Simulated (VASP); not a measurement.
# Ge (R-3m) in VASP: a series of runs, part 2 of 2

VASP 6.6.1.

## (3) Single point, PBE

This run uses another cell than the first one, of 20.12 Å³/atom.

INCAR

```
SYSTEM = Ge
PREC     = Accurate       ! precision mode
ENCUT    = 520            ! plane-wave cutoff, eV
EDIFF    = 1E-6           ! SCF threshold, eV
ISMEAR   = 0              ! smearing method
SIGMA    = 0.1            ! smearing width, eV
LREAL    = .FALSE.        ! projectors in reciprocal space
LASPH    = .TRUE.         ! aspherical terms in the spheres
NELM     = 100            ! most SCF steps
ALGO     = Normal         ! electronic algorithm
ISIF     = 2              ! what is computed and relaxed
LWAVE    = .FALSE.        ! write WAVECAR
LCHARG   = .FALSE.        ! write CHGCAR
GGA      = PE             ! functional
NBANDS   = 28             ! bands
```

KPOINTS

```
regular mesh
0
G
  6 6 6
  0 0 0
```

POSCAR

```
Ge
1.0
    1.5782840047      0.9112226950      6.9938072148
   -1.5782840047      0.9112226950      6.9938072148
    0.0000000000     -1.8224453900      6.9938072148
Ge
3
Direct
    0.0000000000      0.0000000000      0.0000000000
    0.2319679389      0.2319679389      0.2319679389
    0.7680320611      0.7680320611      0.7680320611
```

Potentials or basis: VASP PAW PBE potentials, release 64 (Ge_d).

On the command line:

```bash
$ cat potpaw_PBE.64/Ge_d/POTCAR > POTCAR
$ mpirun -np 1 vasp_std > vasp.out
```

OUTCAR:

```text
SYSTEM = Ge
   PREC = Accurate
   ENCUT = 520
   EDIFF = 1E-6
   ISMEAR = 0
   LREAL = .FALSE.
   LASPH = .TRUE.
   NELM = 100
   ISIF = 2
   GGA = PE

 ion  position               nearest neighbor table
   1  0.000  0.000  0.000-   3 2.80   3 2.80   2 2.80   2 2.80   3 2.80   2 2.80
   2  0.232  0.232  0.232-   1 2.80   1 2.80   1 2.80
   3  0.768  0.768  0.768-   1 2.80   1 2.80   1 2.80

  LATTYP: Found a trigonal (rhomboedric) cell.
 ALAT       =     7.2273540495
 COS(alpha) =     0.9046234420

  Lattice vectors:

 A1 = (   1.5782840047,   0.9112226950,   6.9938072148)
 A2 = (  -1.5782840047,   0.9112226950,   6.9938072148)
 A3 = (   0.0000000000,  -1.8224453900,   6.9938072148)

Analysis of symmetry for initial positions (statically):
=====================================================================
 Subroutine PRICEL returns:
 Original cell was already a primitive cell.

 Routine SETGRP: Setting up the symmetry group for a
 trigonal (rhombohedral) supercell.

 Subroutine GETGRP returns: Found 12 space group operations
 (whereof 12 operations were pure point group operations)
 out of a pool of 12 trial point group operations.

The static configuration has the point symmetry D_3d.

Analysis of symmetry for dynamics (positions and initial velocities):
=====================================================================
 Subroutine PRICEL returns:
 Original cell was already a primitive cell.

 Routine SETGRP: Setting up the symmetry group for a
 trigonal (rhombohedral) supercell.

 Subroutine GETGRP returns: Found 12 space group operations
 (whereof 12 operations were pure point group operations)
 out of a pool of 12 trial point group operations.

The dynamic configuration has the point symmetry D_3d.

 Subroutine INISYM returns: Found 12 space group operations
 (whereof 12 operations are pure point group operations),
 and found     1 'primitive' translations

----------------------------------------------------------------------------------------

                                     Primitive cell

  volume of cell :      60.3496

  direct lattice vectors                    reciprocal lattice vectors
     1.578284005  0.911222695  6.993807215     0.316799764  0.182904429  0.047661213
    -1.578284005  0.911222695  6.993807215    -0.316799764  0.182904429  0.047661213
     0.000000000 -1.822445390  6.993807215     0.000000000 -0.365808858  0.047661213

  length of vectors
     7.227354050  7.227354050  7.227354050     0.368900680  0.368900680  0.368900680

  position of ions in fractional coordinates (direct lattice)
     0.000000000  0.000000000  0.000000000
     0.231967939  0.231967939  0.231967939
     0.768032061  0.768032061  0.768032061

  ion indices of the primitive-cell ions
   primitive index   ion index
                 1           1
                 2           2
                 3           3

----------------------------------------------------------------------------------------

 KPOINTS: regular mesh

Automatic generation of k-mesh.
 Grid dimensions read from file:
 generate k-points for:    6    6    6

 Generating k-lattice:

  Cartesian coordinates                     Fractional coordinates (reciprocal lattice)
     0.052799961  0.030484071  0.007943535     0.166666667  0.000000000  0.000000000
    -0.052799961  0.030484071  0.007943535     0.000000000  0.166666667  0.000000000
     0.000000000 -0.060968143  0.007943535     0.000000000  0.000000000  0.166666667

  Length of vectors
     0.061483447  0.061483447  0.061483447

  Shift w.r.t. Gamma in fractional coordinates (k-lattice)
     0.000000000  0.000000000  0.000000000

 Subroutine IBZKPT returns following result:
 ===========================================

 Found     32 irreducible k-points:

 Following reciprocal coordinates:
            Coordinates               Weight
  0.000000  0.000000  0.000000      1.000000
  0.166667  0.000000 -0.000000      6.000000
  0.333333 -0.000000  0.000000      6.000000
  0.500000 -0.000000 -0.000000      3.000000
  0.166667  0.166667 -0.000000      6.000000
  0.333333  0.166667 -0.000000     12.000000
[... 16 lines left out ...]
  0.500000  0.500000  0.166667      6.000000
 -0.333333  0.500000  0.166667     12.000000
 [... further k-points ...]
   k-points           NKPTS =     32   k-points in BZ     NKDIM =     32   number of bands    NBANDS=     28
   number of dos      NEDOS =    301   number of ions     NIONS =      3
   total plane-waves  NPLWV = 157464
   dimension x,y,z NGX =    54 NGY =   54 NGZ =   54
   dimension x,y,z NGXF=   108 NGYF=  108 NGZF=  108
   ions per type =               3
   NGX,Y,Z   is equivalent  to a cutoff of  12.42, 12.42, 12.42 a.u.
   NGXF,Y,Z  is equivalent  to a cutoff of  24.84, 24.84, 24.84 a.u.
 SYSTEM =  Ge
   PREC   = accura    normal or accurate (medium, high low for compatibility)
   ISTART =      0    job   : 0-new  1-cont  2-samecut
   ICHARG =      2    charge: 1-file 2-atom 10-const
   ISPIN  =      1    spin polarized calculation?
   LNONCOLLINEAR =      F non collinear calculations
   LSORBIT =      F    spin-orbit coupling
   LASPH  =      T    aspherical Exc in radial PAW
   ENCUT  =  520.0 eV  38.22 Ry    6.18 a.u.  13.44 13.44 13.44*2*pi/ulx,y,z
   NELM   =    100;   NELMIN=  2; NELMDL= -5     # of ELM steps
   EDIFF  = 0.1E-05   stopping-criterion for ELM
   LREAL  =      F    real-space projection
   EDIFFG = 0.1E-04   stopping-criterion for IOM
   NSW    =      0    number of steps for IOM
   IBRION =     -1    ionic relax: 0-MD 1-quasi-New 2-CG
   NFREE  =      0    steps in history (QN), initial steepest desc. (CG)
   ISIF   =      2    stress and relaxation
   ISYM   =      2    0-nonsym 1-usesym 2-fastsym
   POTIM  = 0.5000    time-step for ionic-motion
   TEBEG  =    0.0;   TEEND  =   0.0 temperature during run
   PSTRESS=    0.0 pullay stress
   NELECT =      42.0000    total number of electrons
   NUPDOWN=      -1.0000    fix difference up-down
   EMIN   =  10.00;   EMAX   =-10.00  energy-range for DOS
   EFERMI =   0.00;   METHOD = LEGACY
   ISMEAR =     0;   SIGMA  =   0.10  broadening in eV -4-tet -1-fermi 0-gaus
   EFERMI_NEDOS =   21; number of points for ismear=-14 and -15
   IALGO  =     38    algorithm
   IMIX   =      4    mixing-type and parameters
     AMIX     =   0.40;   BMIX     =  1.00
     AMIX_MAG =   1.60;   BMIX_MAG =  1.00
  volume/ion in A,a.u.               =      20.12       135.75
  Fermi-wavevector in a.u.,A,eV,Ry     =   1.450774  2.741565 28.636793  2.104745
  Thomas-Fermi vector in A             =   2.568347
   LORBIT       =      0    0 simple, 1 ext, 2 COOP (PROOUT), +10 PAW based schemes
   GGA     = PE    functional components
   LHFCALC =     F    Hartree Fock is set to
   AEXX    =    0.0000 exact exchange contribution
   IVDW    =     0    specifies the selected vdW correction
   LEPSILON=     F    determine dielectric tensor
   LRPA    =     F    only Hartree local field effects (RPA)
 non-spin polarized calculation
 Gauss-broadening in eV      SIGMA  =   0.10
  energy-cutoff  :      520.00
  volume of cell :       60.35
 maximum number of plane-waves:      1641
 NGX is ok and might be reduce to    54
   NGX = 27   NGY = 27   NGZ = 27

 number of electron      42.0000017 magnetization

 Free energy of the ion-electron system (eV)
  ---------------------------------------------------
  ext. energy  EPLUGINS =         0.00000000
  ---------------------------------------------------
  free energy    TOTEN  =       -12.47646880 eV

  energy without entropy =      -12.46702274  energy(sigma->0) =      -12.47174577

 E-fermi :   6.2390     XC(G=0): -10.9353

 val. band max:        6.2366904501   @ k =   0.5000   0.1667   0.0000
 cond. band min:       6.3109063204   @ k =  -0.3333   0.5000   0.1667
 fundamental gap:      0.0742158703
 Fermi energy:         6.2389879999

 k-point     1 :       0.0000    0.0000    0.0000
  band No.  band energies     occupation
      1     -18.6433      2.00000
      2     -18.6433      2.00000
      3     -18.6263      2.00000
      4     -18.6263      2.00000
      5     -18.6260      2.00000
      6     -18.6249      2.00000
[... 20 lines left out ...]
     27      15.4050      0.00000
[... 691 lines left out ...]
      6     -18.6127      2.00000
[... 20 lines left out ...]
     27      13.3076      0.00000
     28      15.2446      0.00000

 [... further k-points ...]

------------------------ aborting loop because EDIFF is reached ----------------------------------------

  FORCE on cell =-STRESS in cart. coord.  units (eV):
  Direction    XX          YY          ZZ          XY          YZ          ZX
  --------------------------------------------------------------------------------------
  -------------------------------------------------------------------------------------
  Total       -0.0645825     -0.0645825     -0.0087675      0.0000000     -0.0000000      0.0000000
  in kB       -1.7145522     -1.7145522     -0.2327608      0.0000000     -0.0000000      0.0000000
  external PRESSURE =      -1.2206217 kB  Pullay stress =       0.0000000 kB

 VOLUME and BASIS-vectors are now :
 -----------------------------------------------------------------------------
  energy-cutoff  :      520.00
  volume of cell :       60.35
      direct lattice vectors                 reciprocal lattice vectors
     1.578284005  0.911222695  6.993807215     0.316799764  0.182904429  0.047661213
    -1.578284005  0.911222695  6.993807215    -0.316799764  0.182904429  0.047661213
     0.000000000 -1.822445390  6.993807215     0.000000000 -0.365808858  0.047661213

 POSITION                                       TOTAL-FORCE (eV/Angst)
 -----------------------------------------------------------------------------------
      0.00000      0.00000      0.00000         0.000000      0.000000     -0.000000
      0.00000      0.00000      4.86702         0.000000      0.000000      0.012123
      0.00000      0.00000     16.11440         0.000000     -0.000000     -0.012123
 -----------------------------------------------------------------------------------
    total drift:                               -0.000000     -0.000000      0.000000

  FREE ENERGIE OF THE ION-ELECTRON SYSTEM (eV)
  ---------------------------------------------------
  free  energy   TOTEN  =       -12.4764687987 eV

  energy  without entropy=      -12.4670227370  energy(sigma->0) =      -12.47174577
```

Wall time 3.8 min (1 thread of Intel Xeon Platinum 8259CL at 2.50GHz (Skylake/Cascade Lake), shared host); peak memory 0.38 GiB.

What came out:

* Free energy: -12.4765 eV
* Pressure: -0.1 GPa
* Largest force: 0.012 eV/Å
* Band gap on the k mesh: zero (bands 21 and 22 overlap by 6.75 eV)

Forces in eV/Å, atoms in the order of the input:
```
Ge   0.000  0.000  0.000
Ge   0.000  0.000  0.012
Ge   0.000  0.000 -0.012
```

Caveat: the k points lie up to 0.39 Å⁻¹ apart, too coarse for converged energies and pressures of a metal.

## (4) Single point, PBE

This run uses another cell than the first one, of 26.54 Å³/atom.

INCAR

```
SYSTEM = Ge
  ALGO = Normal
  EDIFF = 1E-6
  ENCUT = 520
  GGA = PE
  ISIF = 2
  ISMEAR = 0
  LASPH = .True.
  LCHARG = .False.
  LREAL = .False.
  LWAVE = .False.
  NBANDS = 28
  NELM = 100
  PREC = Accurate
  SIGMA = 0.1
```

KPOINTS

```
k-points
0
Gamma
  6 6 6
  0 0 0
```

POSCAR

```
Ge
1.0
    1.6817192674      0.9709410717      8.1276436956
   -1.6817192674      0.9709410717      8.1276436956
    0.0000000000     -1.9418821435      8.1276436956
Ge
3
Direct
    0.0000000000      0.0000000000      0.0000000000
    0.2222200000      0.2222200000      0.2222200000
    0.7777800000      0.7777800000      0.7777800000
```

On the command line:

```bash
$ cat potpaw_PBE.64/Ge_d/POTCAR > POTCAR
$ mpirun -np 1 vasp_std > vasp.out
```

Run time: 6.2 min. Hardware: 1 thread of Intel Xeon Platinum 8259CL at 2.50GHz (Skylake/Cascade Lake), shared host; peak memory 0.52 GiB.

The run converged. Its results:

```
Free energy            : -11.5730 eV
Pressure               : -9.5 GPa
Largest force          : 0.256 eV/Å
Band gap on the k mesh : zero (bands 21 and 22 overlap by 6.41 eV)
```

Forces in eV/Å, atoms in the order of the input:
```
Ge   0.000  0.000  0.000
Ge   0.000  0.000  0.256
Ge   0.000  0.000 -0.256
```

Levels at points of the mesh, in eV from the Fermi level:
```tsv
k point	band 19	band 20	band 21	band 22	band 23	band 24
(0.00, 0.00, 0.00)	-1.41	-1.39	4.73	4.73	4.81	4.81
(0.50, 0.00, 0.00)	-3.60	-2.75	-2.44	0.95	1.60	2.26
(0.50, 0.50, 0.00)	-3.67	-2.76	-1.92	0.20	1.44	1.79
(0.50, 0.50, 0.50)	-3.87	2.94	2.95	4.47	4.47	5.39
```

Caveat: the k points lie up to 0.36 Å⁻¹ apart, too coarse for converged energies and pressures of a metal.

## (5) Overview

| cell | k mesh | gap on the mesh (eV) | pressure (GPa) | largest force (eV/Å) |
| --- | --- | --- | --- | --- |
| a = 7.679 Å, angles 22.5°, 3 atoms, atomic positions A | 15 × 15 × 15 | none | 0.1 | - |
| a = 7.227 Å, angles 25.2°, 3 atoms, atomic positions B | 6 × 6 × 6 | none | -0.1 | 0.01 |
| a = 8.356 Å, angles 23.2°, 3 atoms, atomic positions C | 6 × 6 × 6 | none | -9.5 | 0.26 |

Alike in all rows: task single point; level PBE; potentials or basis VASP PAW PBE potentials, release 64 (Ge_d); no spin polarisation; cutoff (eV) 520; smearing gaussian 0.1 eV.

Caveats: some runs use coarse meshes.

Absolute energies hang on the potentials; compare differences alone.
